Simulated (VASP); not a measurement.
# B3Ir (I4/mmm) in VASP: relaxation of cell and atoms with PBE

Aim: the relaxation of cell and atoms of B3Ir with PBE.

Program: VASP 6.6.1. These are calculated values, not measurements. Logs are shortened: lines on timing, memory, paths and dates and some standing lists are left out, and cuts for length are marked.

**1. The cell of the first run**

Symmetry: I4/mmm, No. 139, tetragonal system. The conventional cell has a = 3.222 Å, b = 3.222 Å, c = 6.502 Å, α = 90.00°, β = 90.00°, γ = 90.00°. B (site symmetry 4/mmm) has 4 Ir at 2.28 Å and 8 B at 2.29 Å within 3.0 Å. B (site symmetry -4m2) has 8 B at 2.28 to 2.29 Å and 4 Ir at 2.29 Å within 3.0 Å. Within 3.0 Å of Ir (site symmetry 4/mmm) lie 12 B at 2.28 to 2.29 Å.

**2. Relaxation of cell and atoms, PBE**

The input, INCAR:

```
  PREC = Accurate
  ENCUT = 600
  EDIFF = 1E-7
  ISMEAR = 0
  SIGMA = 0.1
  LREAL = F
  LASPH = T
  NELM = 60
  ALGO = Normal
  ISIF = 3
  LWAVE = F
  LCHARG = F
  GGA = PE
  IBRION = 2
  NSW = 100
  EDIFFG = -0.01
  LUSENCCL = F
```

The input, KPOINTS:

```
regular mesh
0
Gamma
  20 20 20
```

The input, POSCAR:

```
B3Ir
1.0
   -1.6111771025      1.6111771025      3.2508822468
    1.6111771025     -1.6111771025      3.2508822468
    1.6111771025      1.6111771025     -3.2508822468
B Ir
3 1
Direct
    0.5000000000      0.5000000000      0.0000000000
    0.2500000000      0.7500000000      0.5000000000
    0.7500000000      0.2500000000      0.5000000000
    0.0000000000      0.0000000000      0.0000000000
```

Potentials or basis: VASP PAW PBE potentials, release 64 (B, Ir).

Command:

```bash
cat potpaw_PBE.64/B/POTCAR potpaw_PBE.64/Ir/POTCAR > POTCAR
mpirun -np 1 vasp_std > vasp.out
```

OUTCAR:

```text
PREC = Accurate
   ENCUT = 600
   EDIFF = 1E-7
   ISMEAR = 0
   LREAL = F
   LASPH = T
   NELM = 60
   ISIF = 3
   GGA = PE
   IBRION = 2
   NSW = 100
   EDIFFG = -0.01

 ion  position               nearest neighbor table
   1  0.500  0.500  0.000-   4 2.28   4 2.28   4 2.28   4 2.28
   2  0.250  0.750  0.500-   4 2.29   4 2.29   4 2.29   4 2.29
   3  0.750  0.250  0.500-   4 2.29   4 2.29   4 2.29   4 2.29
   4  0.000  0.000  0.000-   1 2.28   1 2.28   1 2.28   1 2.28   3 2.29   3 2.29   2 2.29   2 2.29
                             3 2.29   2 2.29   3 2.29   2 2.29

  LATTYP: Found a body centered tetragonal cell.
 ALAT       =     3.2223542050
 C/A-ratio  =     2.0177063352

  Lattice vectors:

 A1 = (  -1.6111771025,   1.6111771025,   3.2508822468)
 A2 = (   1.6111771025,  -1.6111771025,   3.2508822468)
 A3 = (   1.6111771025,   1.6111771025,  -3.2508822468)

Analysis of symmetry for initial positions (statically):
=====================================================================
 Subroutine PRICEL returns:
 Original cell was already a primitive cell.

 Routine SETGRP: Setting up the symmetry group for a
 body centered tetragonal supercell.

 Subroutine GETGRP returns: Found 16 space group operations
 (whereof 16 operations were pure point group operations)
 out of a pool of 16 trial point group operations.

The static configuration has the point symmetry D_4h.

Analysis of symmetry for dynamics (positions and initial velocities):
=====================================================================
 Subroutine PRICEL returns:
 Original cell was already a primitive cell.

 Routine SETGRP: Setting up the symmetry group for a
 body centered tetragonal supercell.

 Subroutine GETGRP returns: Found 16 space group operations
 (whereof 16 operations were pure point group operations)
 out of a pool of 16 trial point group operations.

The dynamic configuration has the point symmetry D_4h.

 Subroutine INISYM returns: Found 16 space group operations
 (whereof 16 operations are pure point group operations),
 and found     1 'primitive' translations

----------------------------------------------------------------------------------------

                                     Primitive cell

  volume of cell :      33.7558

  direct lattice vectors                    reciprocal lattice vectors
[... 111 lines left out ...]
     AMIX_MAG =   1.60;   BMIX_MAG =  1.00
  volume/ion in A,a.u.               =       8.44        56.95
  Fermi-wavevector in a.u.,A,eV,Ry     =   1.327546  2.508699 23.978631  1.762380
  Thomas-Fermi vector in A             =   2.456851
   LORBIT       =      0    0 simple, 1 ext, 2 COOP (PROOUT), +10 PAW based schemes
   GGA     = PE    functional components
   LHFCALC =     F    Hartree Fock is set to
   AEXX    =    0.0000 exact exchange contribution
   IVDW    =     0    specifies the selected vdW correction
   LEPSILON=     F    determine dielectric tensor
   LRPA    =     F    only Hartree local field effects (RPA)
 conjugate gradient relaxation of ions
 non-spin polarized calculation
 Gauss-broadening in eV      SIGMA  =   0.10
  energy-cutoff  :      600.00
  volume of cell :       33.76
 maximum number of plane-waves:      1161
   NGX = 15   NGY = 15   NGZ = 15

--------------------------------------- Ionic step        1  -------------------------------------------

 number of electron      18.0000001 magnetization

 Free energy of the ion-electron system (eV)
  ---------------------------------------------------
  ext. energy  EPLUGINS =         0.00000000
  ---------------------------------------------------
  free energy    TOTEN  =       -25.40918999 eV

  energy without entropy =      -25.40694885  energy(sigma->0) =      -25.40806942

------------------------ aborting loop because EDIFF is reached ----------------------------------------

  FORCE on cell =-STRESS in cart. coord.  units (eV):
  Direction    XX          YY          ZZ          XY          YZ          ZX
  --------------------------------------------------------------------------------------
  -------------------------------------------------------------------------------------
  Total        0.1253503      0.1253503      0.1394664      0.0000000     -0.0000000      0.0000000
  in kB        5.9496067      5.9496067      6.6196102      0.0000000     -0.0000000      0.0000000
  external PRESSURE =       6.1729412 kB  Pullay stress =       0.0000000 kB
[... 63 lines left out ...]
--------------------------------------- Ionic step        3  -------------------------------------------

 number of electron      18.0000001 magnetization

 Free energy of the ion-electron system (eV)
  ---------------------------------------------------
  ext. energy  EPLUGINS =         0.00000000
  ---------------------------------------------------
  free energy    TOTEN  =       -25.40931504 eV

  energy without entropy =      -25.40705467  energy(sigma->0) =      -25.40818486

 E-fermi :  10.5395     XC(G=0): -13.1481

 val. band max:       10.5211221221   @ k =  -0.0500   0.4000   0.0500
 cond. band min:      10.5497519527   @ k =  -0.1000   0.3500   0.1000
 fundamental gap:      0.0286298306
 Fermi energy:        10.5395352499

 k-point     1 :       0.0000    0.0000    0.0000
  band No.  band energies     occupation
      1      -5.7510      2.00000
      2       2.7779      2.00000
      3       3.1601      2.00000
      4       3.2583      2.00000
      5       3.2583      2.00000
      6       5.0542      2.00000
      7       6.6516      2.00000
      8       9.4501      2.00000
      9       9.4501      2.00000
     10       9.8822      2.00000
     11      13.4457      0.00000
     12      13.4457      0.00000
     13      13.6237      0.00000
[... 354 lines left out ...]
  band No.  band energies     occupation
      1      -3.7454      2.00000
      2       0.0635      2.00000
      3       1.8206      2.00000
      4       3.4424      2.00000
      5       4.3431      2.00000
      6       4.8921      2.00000
      7       6.0437      2.00000
      8       7.8839      2.00000
      9      10.2462      1.99997
     10      11.3859      0.00000
     11      12.2974      0.00000
     12      13.2730      0.00000
     13      14.2102      0.00000

 [... further k-points ...]

------------------------ aborting loop because EDIFF is reached ----------------------------------------

  FORCE on cell =-STRESS in cart. coord.  units (eV):
  Direction    XX          YY          ZZ          XY          YZ          ZX
  --------------------------------------------------------------------------------------
  -------------------------------------------------------------------------------------
  Total        0.0021552      0.0021552      0.0088160      0.0000000      0.0000000      0.0000000
  in kB        0.1020966      0.1020966      0.4176255      0.0000000      0.0000000      0.0000000
  external PRESSURE =       0.2072729 kB  Pullay stress =       0.0000000 kB
[... 19 lines left out ...]
  FREE ENERGIE OF THE ION-ELECTRON SYSTEM (eV)
  ---------------------------------------------------
  free  energy   TOTEN  =       -25.4093150413 eV

  energy  without entropy=      -25.4070546740  energy(sigma->0) =      -25.40818486

 reached required accuracy - stopping structural energy minimisation
```

CONTCAR:

```text
B3Ir
    1.000000000000000
    -1.6121853711297305    1.6121853711297305    3.2531457357081752
     1.6121853711297305   -1.6121853711297305    3.2531457357081752
     1.6121853711297305    1.6121853711297305   -3.2531457357081752
  B               Ir
     3     1
Direct
     0.5000000000000000    0.5000000000000000    0.0000000000000000
     0.2500000000000000    0.7500000000000000    0.5000000000000000
     0.7500000000000000    0.2500000000000000    0.5000000000000000
     0.0000000000000000    0.0000000000000000    0.0000000000000000

  0.00000000E+00  0.00000000E+00  0.00000000E+00
  0.00000000E+00  0.00000000E+00  0.00000000E+00
  0.00000000E+00  0.00000000E+00  0.00000000E+00
  0.00000000E+00  0.00000000E+00  0.00000000E+00
```

Wall time 27 min (1 × NVIDIA H100 80GB with 1 thread of AMD EPYC 7R13 (Zen 3), shared host); peak memory 1.6 GiB.

Results:

```yaml
Free_energy: -25.4093 eV
Relaxed_volume: 8.46 Å³/atom
Relaxed_cell: a = 3.973 Å, b = 3.973 Å, c = 3.973 Å, α = 132.11°, β = 132.11°, γ = 70.05°
Space_group_after_relaxing_to_0.1_Å: I4/mmm (No. 139)
Energy_gained_by_relaxing: 0.0 meV/atom
Ionic_steps: 3
Pressure_after_relaxing: 0.0 GPa
Band_gap_on_the_k_mesh: zero (bands 9 and 10 overlap by 0.90 eV)
```

Step by step:
```tsv
step	energy change (eV)	largest force (eV/Å)	pressure (GPa)	volume (Å³)
1	0.0000	0.0000	0.62	33.76
2	0.0001	0.0000	-0.83	33.91
3	-0.0001	0.0000	0.02	33.82
```

Final structure:
```cif
data_structure
_symmetry_space_group_name_H-M 'P 1'
_symmetry_Int_Tables_number 1
_cell_length_a 3.9726
_cell_length_b 3.9726
_cell_length_c 3.9726
_cell_angle_alpha 132.114
_cell_angle_beta 132.114
_cell_angle_gamma 70.050
_cell_volume 33.82
loop_
_atom_site_label
_atom_site_type_symbol
_atom_site_fract_x
_atom_site_fract_y
_atom_site_fract_z
_atom_site_occupancy
B1 B 0.50000 0.50000 0.00000 1
B2 B 0.25000 0.75000 0.50000 1
B3 B 0.75000 0.25000 0.50000 1
Ir1 Ir 0.00000 0.00000 0.00000 1
```

Caveat: spin-orbit coupling is left out, which moves the levels of the heavy elements.

The gap in the log of VASP goes by the Fermi energy; the results here count the filled bands.